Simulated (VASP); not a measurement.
# N (P6_3/mmc) in VASP: a series of runs

The runs below take N through single point, relaxation of cell and atoms, with PBE+D3(BJ).

Program: VASP 6.6.1. These are calculated values, not measurements. Logs are shortened: lines on timing, memory, paths and dates and some standing lists are left out, and cuts for length are marked.

**1. The cell of the first run**

It takes space group P6_3/mmc (No. 194, hexagonal). Conventional cell: a = 3.817 Å, b = 3.817 Å, c = 7.414 Å, α = 90.00°, β = 90.00°, γ = 120.00°. N (site symmetry 3m) has 1 N at 1.10 Å within 1.5 Å.

**2. Single point, PBE+D3(BJ)**

INCAR reads:

```
PREC = Accurate
ENCUT = 520
EDIFF = 1E-7
ISMEAR = 0
SIGMA = 0.02
LREAL = F
LASPH = T
NELM = 100
ALGO = Normal
ISIF = 2
LWAVE = F
LCHARG = T
GGA = PE
IVDW = 12
LELF = T
LVHAR = T
NBANDS = 18
```

KPOINTS reads:

```
Automatic mesh
0
Gamma
  9 9 4
```

POSCAR reads:

```
N
1.0
    3.8165509283      0.0000000000      0.0000000000
   -1.9082754641      3.3052300587      0.0000000000
    0.0000000000      0.0000000000      7.4144653049
N
4
Direct
    0.3333333333      0.6666666667      0.3243234974
    0.3333333333      0.6666666667      0.1756765026
    0.6666666667      0.3333333333      0.8243234974
    0.6666666667      0.3333333333      0.6756765026
```

Potentials or basis: VASP PAW PBE potentials, release 64 (N).

Command:

```console
cat potpaw_PBE.64/N/POTCAR > POTCAR
mpirun -np 1 vasp_std > vasp.out
```

OUTCAR:

```text
PREC = Accurate
   ENCUT = 520
   EDIFF = 1E-7
   ISMEAR = 0
   LREAL = F
   LASPH = T
   NELM = 100
   ISIF = 2
   GGA = PE
   IVDW = 12
 IVDW          = 12

 ion  position               nearest neighbor table
   1  0.333  0.667  0.324-   2 1.10
   2  0.333  0.667  0.176-   1 1.10
   3  0.667  0.333  0.824-   4 1.10
   4  0.667  0.333  0.676-   3 1.10

  LATTYP: Found a hexagonal cell.
 ALAT       =     3.8165509283
 C/A-ratio  =     1.9427135768

  Lattice vectors:

 A1 = (   3.8165509283,   0.0000000000,   0.0000000000)
 A2 = (  -1.9082754641,   3.3052300587,   0.0000000000)
 A3 = (   0.0000000000,   0.0000000000,   7.4144653049)

Analysis of symmetry for initial positions (statically):
=====================================================================
 Subroutine PRICEL returns:
 Original cell was already a primitive cell.

 Routine SETGRP: Setting up the symmetry group for a
 hexagonal supercell.

 Subroutine GETGRP returns: Found 24 space group operations
 (whereof 12 operations were pure point group operations)
 out of a pool of 24 trial point group operations.

The static configuration has the point symmetry D_3d.
 The point group associated with its full space group is D_6h.

Analysis of symmetry for dynamics (positions and initial velocities):
=====================================================================
 Subroutine PRICEL returns:
 Original cell was already a primitive cell.

 Routine SETGRP: Setting up the symmetry group for a
 hexagonal supercell.

 Subroutine GETGRP returns: Found 24 space group operations
 (whereof 12 operations were pure point group operations)
 out of a pool of 24 trial point group operations.

The dynamic configuration has the point symmetry D_3d.
 The point group associated with its full space group is D_6h.

 Subroutine INISYM returns: Found 24 space group operations
 (whereof 12 operations are pure point group operations),
 and found     1 'primitive' translations

----------------------------------------------------------------------------------------

                                     Primitive cell

  volume of cell :      93.5304

  direct lattice vectors                    reciprocal lattice vectors
     3.816550928  0.000000000  0.000000000     0.262016679  0.151275400  0.000000000
    -1.908275464  3.305230059  0.000000000     0.000000000  0.302550800  0.000000000
     0.000000000  0.000000000  7.414465305     0.000000000  0.000000000  0.134871492

  length of vectors
     3.816550928  3.816550928  7.414465305     0.302550800  0.302550800  0.134871492

  position of ions in fractional coordinates (direct lattice)
     0.333333333  0.666666667  0.324323497
     0.333333333  0.666666667  0.175676503
     0.666666667  0.333333333  0.824323497
     0.666666667  0.333333333  0.675676503

  ion indices of the primitive-cell ions
   primitive index   ion index
                 1           1
                 2           2
                 3           3
                 4           4

----------------------------------------------------------------------------------------

 KPOINTS: Automatic mesh

Automatic generation of k-mesh.
 Grid dimensions read from file:
 generate k-points for:    9    9    4

 Generating k-lattice:

  Cartesian coordinates                     Fractional coordinates (reciprocal lattice)
     0.029112964  0.016808378  0.000000000     0.111111111 -0.000000000  0.000000000
     0.000000000  0.033616756  0.000000000     0.000000000  0.111111111  0.000000000
     0.000000000  0.000000000  0.033717873     0.000000000  0.000000000  0.250000000

  Length of vectors
     0.033616756  0.033616756  0.033717873

  Shift w.r.t. Gamma in fractional coordinates (k-lattice)
     0.000000000  0.000000000  0.000000000

 Subroutine IBZKPT returns following result:
 ===========================================

 Found     36 irreducible k-points:

 Following reciprocal coordinates:
            Coordinates               Weight
  0.000000  0.000000  0.000000      1.000000
  0.111111 -0.000000  0.000000      6.000000
  0.222222 -0.000000  0.000000      6.000000
  0.333333  0.000000  0.000000      6.000000
  0.444444 -0.000000  0.000000      6.000000
  0.111111  0.111111  0.000000      6.000000
[... 16 lines left out ...]
  0.333333  0.222222  0.250000     24.000000
  0.333333  0.333333  0.250000      4.000000
 [... further k-points ...]
   k-points           NKPTS =     36   k-points in BZ     NKDIM =     36   number of bands    NBANDS=     18
   number of dos      NEDOS =    301   number of ions     NIONS =      4
   total plane-waves  NPLWV =  43904
   dimension x,y,z NGX =    28 NGY =   28 NGZ =   56
   dimension x,y,z NGXF=    56 NGYF=   56 NGZF=  112
   ions per type =               4
   NGX,Y,Z   is equivalent  to a cutoff of  12.20, 12.20, 12.56 a.u.
   NGXF,Y,Z  is equivalent  to a cutoff of  24.39, 24.39, 25.11 a.u.
 SYSTEM =  unknown system
   PREC   = accura    normal or accurate (medium, high low for compatibility)
   ISTART =      0    job   : 0-new  1-cont  2-samecut
   ICHARG =      2    charge: 1-file 2-atom 10-const
   ISPIN  =      1    spin polarized calculation?
   LNONCOLLINEAR =      F non collinear calculations
   LSORBIT =      F    spin-orbit coupling
   LASPH  =      T    aspherical Exc in radial PAW
   ENCUT  =  520.0 eV  38.22 Ry    6.18 a.u.   7.10  7.10 13.79*2*pi/ulx,y,z
   NELM   =    100;   NELMIN=  2; NELMDL= -5     # of ELM steps
   EDIFF  = 0.1E-06   stopping-criterion for ELM
   LREAL  =      F    real-space projection
   EDIFFG = 0.1E-05   stopping-criterion for IOM
   NSW    =      0    number of steps for IOM
   IBRION =     -1    ionic relax: 0-MD 1-quasi-New 2-CG
   NFREE  =      0    steps in history (QN), initial steepest desc. (CG)
   ISIF   =      2    stress and relaxation
   ISYM   =      2    0-nonsym 1-usesym 2-fastsym
   POTIM  = 0.5000    time-step for ionic-motion
   TEBEG  =    0.0;   TEEND  =   0.0 temperature during run
   PSTRESS=    0.0 pullay stress
   NELECT =      20.0000    total number of electrons
   NUPDOWN=      -1.0000    fix difference up-down
   EMIN   =  10.00;   EMAX   =-10.00  energy-range for DOS
   EFERMI =   0.00;   METHOD = LEGACY
   ISMEAR =     0;   SIGMA  =   0.02  broadening in eV -4-tet -1-fermi 0-gaus
   EFERMI_NEDOS =   21; number of points for ismear=-14 and -15
   IALGO  =     38    algorithm
   IMIX   =      4    mixing-type and parameters
     AMIX     =   0.40;   BMIX     =  1.00
     AMIX_MAG =   1.60;   BMIX_MAG =  1.00
  volume/ion in A,a.u.               =      23.38       157.79
  Fermi-wavevector in a.u.,A,eV,Ry     =   0.978965  1.849976 13.039457  0.958373
  Thomas-Fermi vector in A             =   2.109782
   LORBIT       =      0    0 simple, 1 ext, 2 COOP (PROOUT), +10 PAW based schemes
   GGA     = PE    functional components
   LHFCALC =     F    Hartree Fock is set to
   AEXX    =    0.0000 exact exchange contribution
   IVDW    =    12    specifies the selected vdW correction
   LEPSILON=     F    determine dielectric tensor
   LRPA    =     F    only Hartree local field effects (RPA)
 non-spin polarized calculation
 Gauss-broadening in eV      SIGMA  =   0.02
  energy-cutoff  :      520.00
  volume of cell :       93.53
 maximum number of plane-waves:      2535
   NGX = 15   NGY = 15   NGZ = 27

 number of electron      20.0000004 magnetization

 Free energy of the ion-electron system (eV)
  ---------------------------------------------------
  ext. energy  EPLUGINS =         0.00000000
  ---------------------------------------------------
  free energy    TOTEN  =       -33.28273669 eV

  energy without entropy =      -33.28273669  energy(sigma->0) =      -33.28273669

 E-fermi :  -6.2885     XC(G=0):  -6.3083

 val. band max:       -6.4501230636   @ k =   0.1111  -0.0000   0.0000
 cond. band min:       0.6291753618   @ k =   0.4444   0.1111   0.0000
 fundamental gap:      7.0792984254
 Fermi energy:        -6.2885109780

 k-point     1 :       0.0000    0.0000    0.0000
  band No.  band energies     occupation
      1     -25.0346      2.00000
      2     -25.0136      2.00000
      3     -10.5805      2.00000
      4      -9.8279      2.00000
      5      -8.0649      2.00000
      6      -8.0649      2.00000
[... 10 lines left out ...]
     17       6.0392      0.00000
     18      10.5648      0.00000

 k-point     2 :       0.1111   -0.0000    0.0000
  band No.  band energies     occupation
      1     -25.0296      2.00000
      2     -25.0098      2.00000
      3     -10.5455      2.00000
      4      -9.8318      2.00000
      5      -8.1384      2.00000
      6      -8.1109      2.00000
[... 10 lines left out ...]
     17       6.3020      0.00000
     18      10.3451      0.00000

 k-point     3 :       0.2222   -0.0000    0.0000
  band No.  band energies     occupation
      1     -25.0172      2.00000
      2     -25.0008      2.00000
      3     -10.4496      2.00000
      4      -9.8489      2.00000
      5      -8.3366      2.00000
      6      -8.2625      2.00000
[... 10 lines left out ...]
     17       6.9648      0.00000
     18       8.9211      0.00000

 k-point     4 :       0.3333    0.0000    0.0000
  band No.  band energies     occupation
      1     -25.0025      2.00000
      2     -24.9907      2.00000
      3     -10.3202      2.00000
      4      -9.8870      2.00000
      5      -8.5095      2.00000
      6      -8.4166      2.00000
[... 375 lines left out ...]
      4      -9.9774      2.00000
      5      -8.4755      2.00000
      6      -8.4199      2.00000
[... 10 lines left out ...]
     17       7.6043      0.00000
     18       8.2352      0.00000

 k-point    23 :       0.3333    0.2222    0.2500
  band No.  band energies     occupation
      1     -24.9867      2.00000
      2     -24.9835      2.00000
      3     -10.1265      2.00000
      4     -10.0091      2.00000
      5      -8.5076      2.00000
      6      -8.4444      2.00000
[... 10 lines left out ...]
     17       7.0913      0.00000
     18       7.7675      0.00000

 k-point    24 :       0.3333    0.3333    0.2500
  band No.  band energies     occupation
      1     -24.9830      2.00000
      2     -24.9830      2.00000
      3     -10.0581      2.00000
      4     -10.0581      2.00000
      5      -8.4528      2.00000
      6      -8.3920      2.00000
[... 10 lines left out ...]
     17       7.0102      0.00000
     18       7.7228      0.00000

 [... further k-points ...]

------------------------ aborting loop because EDIFF is reached ----------------------------------------

 Edisp (eV)   -0.20693

 E8    (eV) :    -0.0486

  FORCE on cell =-STRESS in cart. coord.  units (eV):
  Direction    XX          YY          ZZ          XY          YZ          ZX
  --------------------------------------------------------------------------------------
  -------------------------------------------------------------------------------------
  Total      -0.11952    -0.11952     3.68528    -0.00000     0.00000     0.00000
  in kB      -2.04742    -2.04742    63.12889    -0.00000     0.00000     0.00000
  external pressure =       19.68 kB  Pullay stress =        0.00 kB

 VOLUME and BASIS-vectors are now :
 -----------------------------------------------------------------------------
  energy-cutoff  :      520.00
  volume of cell :       93.53
      direct lattice vectors                 reciprocal lattice vectors
     3.816550928  0.000000000  0.000000000     0.262016679  0.151275400  0.000000000
    -1.908275464  3.305230059  0.000000000     0.000000000  0.302550800  0.000000000
     0.000000000  0.000000000  7.414465305     0.000000000  0.000000000  0.134871492

 POSITION                                       TOTAL-FORCE (eV/Angst)
 -----------------------------------------------------------------------------------
     -0.00000      2.20349      2.40469         0.000000      0.000000      1.740088
     -0.00000      2.20349      1.30255         0.000000      0.000000     -1.740088
      1.90828      1.10174      6.11192        -0.000000      0.000000      1.740088
      1.90828      1.10174      5.00978        -0.000000     -0.000000     -1.740088
 -----------------------------------------------------------------------------------
    total drift:                               -0.000000      0.000000      0.000000

  FREE ENERGIE OF THE ION-ELECTRON SYSTEM (eV)
  ---------------------------------------------------
  free  energy   TOTEN  =       -33.4896620253 eV

  energy  without entropy=      -33.4896620253  energy(sigma->0) =      -33.48966203
```

Run time: 35 s. Hardware: 1 thread of Intel Xeon Platinum 8124M at 3.00GHz (Skylake/Cascade Lake), shared host; peak memory 0.21 GiB.

Results:

```yaml
Free_energy: -33.4897 eV
Pressure: 2.0 GPa
Largest_force: 1.740 eV/Å
Band_gap_on_the_k_mesh: 7.08 eV, indirect (least direct gap 7.19 eV)
Dispersion_energy_per_atom: -0.052 eV
```

Forces on the atoms (eV/Å):
```
N    0.000  0.000  1.740
N    0.000  0.000 -1.740
N    0.000  0.000  1.740
N    0.000  0.000 -1.740
```

Levels at points of the mesh, in eV from the valence-band top:
| k point | band 7 | band 8 | band 9 | band 10 | band 11 | band 12 | band 13 | band 14 |
| --- | --- | --- | --- | --- | --- | --- | --- | --- |
| (0.00, 0.00, 0.00) | -1.55 | -1.55 | -1.13 | 0.00 | 8.08 | 8.08 | 8.41 | 8.41 |
| (0.00, 0.00, 0.50) | -1.58 | -1.58 | -0.51 | -0.51 | 8.24 | 8.24 | 8.24 | 8.24 |

Caveat: the standard files for N, O and F lose accuracy on very short bonds; forces of over 1 eV/Å act on the atoms, so gaps and moduli don't describe the material at rest. A k mesh can miss the band edges.

**3. Relaxation of cell and atoms, PBE+D3(BJ)**

INCAR reads:

```
SYSTEM = N
PREC = Accurate
ENCUT = 600
EDIFF = 1E-7
ISMEAR = 0
SIGMA = 0.02
LREAL = .FALSE.
LASPH = .TRUE.
NELM = 100
ALGO = Normal
ISIF = 3
LWAVE = .FALSE.
LCHARG = .FALSE.
GGA = PE
IVDW = 12
IBRION = 2
NSW = 100
EDIFFG = -0.005
```

KPOINTS reads:

```
regular mesh
0
G
  9 9 4
  0 0 0
```

POSCAR is that of step 2.

Potentials or basis: VASP PAW PBE potentials, release 64 (N).

Command:

```console
cat potpaw_PBE.64/N/POTCAR > POTCAR
mpirun -np 1 vasp_std > vasp.out
```

It took 5.5 min on 1 thread of Intel Xeon Platinum 8124M at 3.00GHz (Skylake/Cascade Lake), shared host; peak memory 0.24 GiB.

The run converged. Its results:

- Free energy: -33.5265 eV
- Relaxed volume: 21.89 Å³/atom
- Relaxed cell: a = 3.734 Å, b = 3.734 Å, c = 7.252 Å, α = 90.00°, β = 90.00°, γ = 120.00°
- Space group after relaxing (to 0.05 Å): P6_3/mmc (No. 194)
- Energy gained by relaxing: 5.3 meV/atom
- Ionic steps: 19
- Pressure after relaxing: 0.0 GPa
- Band gap on the k mesh: 6.81 eV, indirect (least direct gap 6.96 eV)
- Dispersion energy per atom: -0.057 eV

Step by step:
```csv
step,energy change (eV),largest force (eV/Å),pressure (GPa),volume (Å³)
1,0.0000,1.6577,1.88,93.53
2,3.7603,14.3362,-20.83,97.24
3,-0.0103,0.9865,-1.44,93.73
4,-0.0162,0.3718,-0.66,93.65
5,-0.0171,0.0533,-0.26,93.62
6,-0.0172,0.0062,-0.18,93.61
7,-0.0172,0.0188,-0.16,93.61
8,-0.0175,0.0212,-0.16,93.34
9,-0.0183,0.0278,-0.13,92.55
10,-0.0197,0.0468,-0.06,90.98
11,-0.0210,0.1083,0.13,87.89
12,-0.0211,0.0305,-0.05,87.76
13,-0.0211,0.0062,-0.02,87.78
14,-0.0211,0.0065,-0.02,87.77
15,-0.0211,0.0070,-0.02,87.74
16,-0.0211,0.0085,-0.02,87.69
17,-0.0211,0.0115,-0.02,87.59
18,-0.0211,0.0314,0.04,87.55
19,-0.0211,0.0020,0.00,87.58
```

Final structure:
```yaml
crystal:
  lattice:
    - [3.73409, 0.00000, 0.00000]
    - [-1.86704, 3.23381, 0.00000]
    - [0.00000, 0.00000, 7.25248]
  atoms:
    - { symbol: N, position: [0.33333, 0.66667, 0.32670] }
    - { symbol: N, position: [0.33333, 0.66667, 0.17330] }
    - { symbol: N, position: [0.66667, 0.33333, 0.82670] }
    - { symbol: N, position: [0.66667, 0.33333, 0.67330] }
```

Levels at points of the mesh, in eV from the valence-band top:
| k point | band 8 | band 9 | band 10 | band 11 | band 12 | band 13 |
| --- | --- | --- | --- | --- | --- | --- |
| (0.00, 0.00, 0.00) | -1.51 | -1.33 | 0.00 | 7.89 | 7.89 | 8.26 |
| (0.00, 0.00, 0.50) | -1.54 | -0.59 | -0.59 | 8.07 | 8.07 | 8.07 |

Caveat: the standard files for N, O and F lose accuracy on very short bonds. As with any semilocal functional, this PBE gap is likely too small.
